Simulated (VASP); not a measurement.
# Sn2Ge (P-3m1) in VASP: single point with PBE

Aim: the single point of Sn2Ge with PBE.

Everything below comes from runs of VASP 6.6.1. Logs are shortened: lines on timing, memory, paths and dates and some standing lists are left out, and cuts for length are marked.

### 1 The cell of the first run

Symmetry: P-3m1, No. 164, trigonal system. Conventional cell: a = 4.455 Å, b = 4.455 Å, c = 10.844 Å, α = 90.00°, β = 90.00°, γ = 120.00°. Ge (site symmetry 3m) has 4 Sn at 2.65 to 2.70 Å within 3.5 Å. Sn (site symmetry 3m) has 3 Ge at 2.70 Å and 1 Sn at 2.85 Å within 3.6 Å. Sn (site symmetry 3m) has 1 Ge at 2.65 Å and 3 Sn at 2.78 Å within 3.5 Å.

### 2 Single point, PBE, non-collinear spin, zero start, spin-orbit coupling

Input file INCAR:

```
SYSTEM = Sn2Ge
PREC     = Accurate       ! precision mode
ENCUT    = 520            ! plane-wave cutoff, eV
EDIFF    = 1E-6           ! SCF threshold, eV
ISMEAR   = -1             ! smearing method
SIGMA    = 0.02           ! smearing width, eV
LREAL    = .False.        ! projectors in reciprocal space
LASPH    = .True.         ! aspherical terms in the spheres
NELM     = 150            ! most SCF steps
ALGO     = Normal         ! electronic algorithm
ISIF     = 2              ! what is computed and relaxed
LWAVE    = .False.        ! write WAVECAR
LCHARG   = .True.         ! write CHGCAR
MAGMOM   = 0 0 0 0 0 0 0 0 0 0 0 0 0 0 0 0 0 0 ! initial moments
LORBIT   = 11             ! projections on sites
LSORBIT  = .True.         ! spin-orbit coupling
GGA_COMPAT= .False.      
LORBMOM  = .True.       
GGA      = PE             ! functional
LVHAR    = .True.       
NBANDS   = 100            ! bands
```

Input file KPOINTS:

```
Automatic mesh
0
Gamma
  6 6 2
  0 0 0
```

Input file POSCAR:

```
Sn2Ge
1.0
    4.4551147566      0.0000000000      0.0000000000
   -2.2275573783      3.8582425560      0.0000000000
    0.0000000000      0.0000000000     10.8444337016
Ge Sn
2 4
Direct
    0.3333333333      0.6666666667      0.7070923888
    0.6666666667      0.3333333333      0.2929076112
    0.0000000000      0.0000000000      0.3684458221
    0.6666666667      0.3333333333      0.0484704609
    0.0000000000      0.0000000000      0.6315541779
    0.3333333333      0.6666666667      0.9515295391
```

Potentials or basis: VASP PAW PBE potentials, release 64 (Ge_d, Sn_d).

Command:

```console
$ cat potpaw_PBE.64/Ge_d/POTCAR potpaw_PBE.64/Sn_d/POTCAR > POTCAR
$ mpirun -np 1 vasp_ncl > vasp.out
```

OUTCAR:

```text
SYSTEM = Sn2Ge
   PREC = Accurate
   ENCUT = 520
   EDIFF = 1E-6
   ISMEAR = -1
   LREAL = .False.
   LASPH = .True.
   NELM = 150
   ISIF = 2
   LORBIT = 11
   LSORBIT = .True.
   GGA = PE

 ion  position               nearest neighbor table
   1  0.333  0.667  0.707-   6 2.65   5 2.70   5 2.70   5 2.70
   2  0.667  0.333  0.293-   4 2.65   3 2.70   3 2.70   3 2.70
   3  0.000  0.000  0.368-   2 2.70   2 2.70   2 2.70   5 2.85
   4  0.667  0.333  0.048-   2 2.65   6 2.78   6 2.78   6 2.78
   5  0.000  0.000  0.632-   1 2.70   1 2.70   1 2.70   3 2.85
   6  0.333  0.667  0.952-   1 2.65   4 2.78   4 2.78   4 2.78

  LATTYP: Found a hexagonal cell.
 ALAT       =     4.4551147566
 C/A-ratio  =     2.4341536176

  Lattice vectors:

 A1 = (   4.4551147566,   0.0000000000,   0.0000000000)
 A2 = (  -2.2275573783,   3.8582425560,   0.0000000000)
 A3 = (   0.0000000000,   0.0000000000,  10.8444337016)

Analysis of symmetry for initial positions (statically):
=====================================================================
 Subroutine PRICEL returns:
 Original cell was already a primitive cell.

 Routine SETGRP: Setting up the symmetry group for a
 hexagonal supercell.

 Subroutine GETGRP returns: Found 12 space group operations
 (whereof 12 operations were pure point group operations)
 out of a pool of 24 trial point group operations.

The static configuration has the point symmetry D_3d.

Analysis of symmetry for dynamics (positions and initial velocities):
=====================================================================
 Subroutine PRICEL returns:
 Original cell was already a primitive cell.

 Routine SETGRP: Setting up the symmetry group for a
 hexagonal supercell.

 Subroutine GETGRP returns: Found 12 space group operations
 (whereof 12 operations were pure point group operations)
 out of a pool of 24 trial point group operations.

The dynamic configuration has the point symmetry D_3d.

Analysis of structural, dynamic, and magnetic symmetry:
=====================================================================
 Subroutine PRICEL returns:
 Original cell was already a primitive cell.

 Routine SETGRP: Setting up the symmetry group for a
 hexagonal supercell.

 Subroutine GETGRP returns: Found 12 space group operations
 (whereof 12 operations were pure point group operations)
 out of a pool of 24 trial point group operations.

The overall configuration has the point symmetry D_3d.

 Subroutine INISYM returns: Found 12 space group operations
 (whereof 12 operations are pure point group operations),
 and found     1 'primitive' translations

----------------------------------------------------------------------------------------

                                     Primitive cell

  volume of cell :     186.4040

  direct lattice vectors                    reciprocal lattice vectors
     4.455114757  0.000000000  0.000000000     0.224461109  0.129592682  0.000000000
    -2.227557378  3.858242556  0.000000000     0.000000000  0.259185364  0.000000000
     0.000000000  0.000000000 10.844433702     0.000000000  0.000000000  0.092213206

  length of vectors
     4.455114757  4.455114757 10.844433702     0.259185364  0.259185364  0.092213206

  position of ions in fractional coordinates (direct lattice)
     0.333333333  0.666666667  0.707092389
     0.666666667  0.333333333  0.292907611
     0.000000000  0.000000000  0.368445822
     0.666666667  0.333333333  0.048470461
     0.000000000  0.000000000  0.631554178
     0.333333333  0.666666667  0.951529539

  ion indices of the primitive-cell ions
   primitive index   ion index
                 1           1
                 2           2
                 3           3
                 4           4
                 5           5
                 6           6

----------------------------------------------------------------------------------------

 KPOINTS: Automatic mesh

Automatic generation of k-mesh.
 Grid dimensions read from file:
 generate k-points for:    6    6    2

 Generating k-lattice:

  Cartesian coordinates                     Fractional coordinates (reciprocal lattice)
     0.037410185  0.021598780  0.000000000     0.166666667  0.000000000  0.000000000
     0.000000000  0.043197561  0.000000000     0.000000000  0.166666667  0.000000000
     0.000000000  0.000000000  0.046106603     0.000000000  0.000000000  0.500000000

  Length of vectors
     0.043197561  0.043197561  0.046106603

  Shift w.r.t. Gamma in fractional coordinates (k-lattice)
[... 81 lines left out ...]

 number of electron      84.0000022 magnetization      -0.0000000     -0.0000000      0.0000000

 Free energy of the ion-electron system (eV)
  ---------------------------------------------------
  ext. energy  EPLUGINS =         0.00000000
  ---------------------------------------------------
  free energy    TOTEN  =       -24.34392844 eV

  energy without entropy =      -24.34322180  energy(sigma->0) =      -24.34357512

 E-fermi :   5.0764     XC(G=0):  -9.0455

 val. band max:        5.0379279267   @ k =   0.0000   0.0000   0.0000
 cond. band min:       5.1358043499   @ k =   0.5000   0.0000   0.5000
 fundamental gap:      0.0978764232
 Fermi energy:         5.0763719878

 k-point     1 :       0.0000    0.0000    0.0000
  band No.  band energies     occupation
      1     -19.7518      1.00000
      2     -19.7518      1.00000
      3     -19.7517      1.00000
      4     -19.7517      1.00000
      5     -19.7504      1.00000
      6     -19.7504      1.00000
[... 1375 lines left out ...]
     95       8.6492      0.00000
     96       8.6492      0.00000
 [bands above 96 left out]

------------------------ aborting loop because EDIFF is reached ----------------------------------------

  FORCE on cell =-STRESS in cart. coord.  units (eV):
  Direction    XX          YY          ZZ          XY          YZ          ZX
  --------------------------------------------------------------------------------------
  -------------------------------------------------------------------------------------
  Total        2.0727241      2.0727241      2.1355577     -0.0000000      0.0000000     -0.0000000
  in kB       17.8154491     17.8154491     18.3555155     -0.0000000      0.0000000     -0.0000000
  external PRESSURE =      17.9954712 kB  Pullay stress =       0.0000000 kB

 VOLUME and BASIS-vectors are now :
 -----------------------------------------------------------------------------
  energy-cutoff  :      520.00
  volume of cell :      186.40
      direct lattice vectors                 reciprocal lattice vectors
     4.455114757  0.000000000  0.000000000     0.224461109  0.129592682  0.000000000
    -2.227557378  3.858242556  0.000000000     0.000000000  0.259185364  0.000000000
     0.000000000  0.000000000 10.844433702     0.000000000  0.000000000  0.092213206

 POSITION                                       TOTAL-FORCE (eV/Angst)
 -----------------------------------------------------------------------------------
     -0.00000      2.57216      7.66802        -0.000000      0.000000     -0.042746
      2.22756      1.28608      3.17642         0.000000      0.000000      0.042746
      0.00000      0.00000      3.99559         0.000000      0.000000     -0.018825
      2.22756      1.28608      0.52563        -0.000000     -0.000000      0.039113
      0.00000      0.00000      6.84885        -0.000000     -0.000000      0.018825
     -0.00000      2.57216     10.31880        -0.000000      0.000000     -0.039113
 -----------------------------------------------------------------------------------
    total drift:                                0.000000      0.000000      0.000000

  FREE ENERGIE OF THE ION-ELECTRON SYSTEM (eV)
  ---------------------------------------------------
  free  energy   TOTEN  =       -24.3439284417 eV

  energy  without entropy=      -24.3432218019  energy(sigma->0) =      -24.34357512

 orbital moment (x)

 # of ion     p       d       tot
 ----------------------------------------
  1        -0.000  -0.000  -0.000
  2        -0.000  -0.000  -0.000
  3         0.000  -0.000   0.000
  4         0.000   0.000   0.000
  5         0.000  -0.000   0.000
  6         0.000   0.000   0.000
 ----------------------------------------
            0.000  -0.000   0.000

 orbital moment (y)

 # of ion     p       d       tot
 ----------------------------------------
  1         0.000   0.000   0.000
  2         0.000   0.000   0.000
  3        -0.000  -0.000  -0.000
  4        -0.000  -0.000  -0.000
  5        -0.000  -0.000  -0.000
  6        -0.000   0.000  -0.000
 ----------------------------------------
           -0.000   0.000  -0.000

 orbital moment (z)

 # of ion     p       d       tot
 ----------------------------------------
  1         0.000  -0.000  -0.000
  2         0.000   0.000   0.000
  3         0.000  -0.000  -0.000
  4         0.000   0.000   0.000
  5         0.000   0.000   0.000
  6         0.000   0.000   0.000
 ----------------------------------------
            0.000   0.000   0.000

 Spin-Orbit-Coupling matrix elements

 Ion:    1  E_soc:     -0.0200338
 l=   1
     0.0000000    -0.0024626    -0.0022847
    -0.0024626     0.0000000    -0.0024626
    -0.0022847    -0.0024626     0.0000000
 l=   2
     0.0000000    -0.0001889     0.0000000    -0.0001889    -0.0007440
    -0.0001889     0.0000000    -0.0005571    -0.0001933    -0.0001889
     0.0000000    -0.0005571     0.0000000    -0.0005571     0.0000000
    -0.0001889    -0.0001933    -0.0005571     0.0000000    -0.0001889
    -0.0007440    -0.0001889     0.0000000    -0.0001889     0.0000000
 l=   3
     0.0000000     0.0000000     0.0000000     0.0000000     0.0000000     0.0000000     0.0000000
     0.0000000     0.0000000     0.0000000     0.0000000     0.0000000     0.0000000     0.0000000
     0.0000000     0.0000000     0.0000000     0.0000000     0.0000000     0.0000000     0.0000000
     0.0000000     0.0000000     0.0000000     0.0000000     0.0000000     0.0000000     0.0000000
[... 89 lines left out ...]
 l=   2
     0.0000000    -0.0012466     0.0000000    -0.0012466    -0.0049346
    -0.0012466     0.0000000    -0.0037587    -0.0012434    -0.0012466
     0.0000000    -0.0037587     0.0000000    -0.0037587     0.0000000
    -0.0012466    -0.0012434    -0.0037587     0.0000000    -0.0012466
    -0.0049346    -0.0012466     0.0000000    -0.0012466     0.0000000
 l=   3
     0.0000000     0.0000000     0.0000000     0.0000000     0.0000000     0.0000000     0.0000000
     0.0000000     0.0000000     0.0000000     0.0000000     0.0000000     0.0000000     0.0000000
     0.0000000     0.0000000     0.0000000     0.0000000     0.0000000     0.0000000     0.0000000
     0.0000000     0.0000000     0.0000000     0.0000000     0.0000000     0.0000000     0.0000000
     0.0000000     0.0000000     0.0000000     0.0000000     0.0000000     0.0000000     0.0000000
     0.0000000     0.0000000     0.0000000     0.0000000     0.0000000     0.0000000     0.0000000
     0.0000000     0.0000000     0.0000000     0.0000000     0.0000000     0.0000000     0.0000000

 total charge

# of ion       s       p       d       tot
------------------------------------------
    1        1.157   1.161   9.995  12.313
    2        1.157   1.161   9.995  12.313
    3        1.166   1.161   9.976  12.303
    4        1.157   1.251   9.977  12.385
    5        1.166   1.161   9.976  12.303
    6        1.157   1.251   9.977  12.385
--------------------------------------------------
tot          6.962   7.146  59.896  74.003

 magnetization (x)

# of ion       s       p       d       tot
------------------------------------------
    1        0.000   0.000  -0.000   0.000
    2        0.000   0.000  -0.000   0.000
    3        0.000   0.000   0.000   0.000
    4        0.000   0.000   0.000   0.000
    5        0.000  -0.000   0.000  -0.000
    6        0.000  -0.000   0.000  -0.000
--------------------------------------------------
tot          0.000   0.000   0.000   0.000

 magnetization (y)

# of ion       s       p       d       tot
------------------------------------------
    1       -0.000   0.000   0.000  -0.000
    2       -0.000   0.000   0.000  -0.000
    3       -0.000  -0.000   0.000  -0.000
    4        0.000   0.000   0.000   0.000
    5       -0.000   0.000   0.000   0.000
    6       -0.000   0.000   0.000  -0.000
--------------------------------------------------
tot         -0.000   0.000   0.000  -0.000

 magnetization (z)

# of ion       s       p       d       tot
------------------------------------------
    1        0.000   0.000   0.000   0.000
    2        0.000   0.000   0.000   0.000
    3        0.000   0.000   0.000   0.000
    4        0.000   0.000   0.000   0.000
    5        0.000   0.000   0.000   0.000
    6        0.000   0.000   0.000   0.000
--------------------------------------------------
tot          0.000   0.000   0.000   0.000
```

Wall time 8.2 min (1 thread of Oxide Virtual Turin-like, shared host); peak memory 0.89 GiB.

What came out:

| Item | Value |
| --- | --- |
| Free energy | -24.3439 eV |
| Pressure | 1.8 GPa |
| Largest force | 0.043 eV/Å |
| Net moment | 0.00 μB per cell |
| Valence electrons inside the program's atomic spheres | Ge 12.31; Sn 12.30, 12.38 (each value once) |

Forces on the atoms (eV/Å):
```
Ge   0.000  0.000 -0.043
Ge   0.000  0.000  0.043
Sn   0.000  0.000 -0.019
Sn   0.000  0.000  0.039
Sn   0.000  0.000  0.019
Sn   0.000  0.000 -0.039
```

Moments on the atoms (μB; x, y, z):
```
Ge  0.00 0.00 0.00
Ge  0.00 0.00 0.00
Sn  0.00 0.00 0.00
Sn  0.00 0.00 0.00
Sn  0.00 0.00 0.00
Sn  0.00 0.00 0.00
```
